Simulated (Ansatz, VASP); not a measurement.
Two plane-wave programs on SnO2

```
Sn O
1.0
    -2.00007    2.00007    5.12368
     2.00007   -2.00007    5.12368
     2.00007    2.00007   -5.12368
Sn O
2 4
Direct
  0.75000 0.25000 0.50000
  0.00000 0.00000 0.00000
  0.79652 0.79652 0.00000
  0.95348 0.45348 0.50000
  0.20348 0.20348 0.00000
  0.54652 0.04652 0.50000
```

Alike in both runs: task single point; functional LDA; k mesh 6 × 6 × 6; occupations gaussian, width 0.1 eV; no spin polarisation.

```csv
,VASP,Ansatz
version,VASP 6.6.1,Ansatz 0.2.0
potentials or method,"VASP PAW LDA potentials, release 64 (Sn_d, O), cutoff 520 eV","scalar-relativistic, plane waves, PAW"
valence electrons in the cell,52,52
```

```tsv
	VASP	Ansatz	Ansatz less VASP
gap on the k mesh at the Fermi level (eV)	1.53	1.50	-0.029
least direct gap on the mesh (eV)	1.91	1.88	-0.031
pressure (GPa)	-3.0	-3.9	-0.85
traceless stress, the component that is largest in VASP (GPa)	-0.63	-0.83	-0.204
rms of the force components (eV/Å)	0.074	0.091	+0.0161
```

LDA's correlation is that of Perdew and Zunger in VASP and of Perdew and Wang (1992) in Ansatz. Atom by atom the forces differ by 0.016 eV/Å (rms over components).
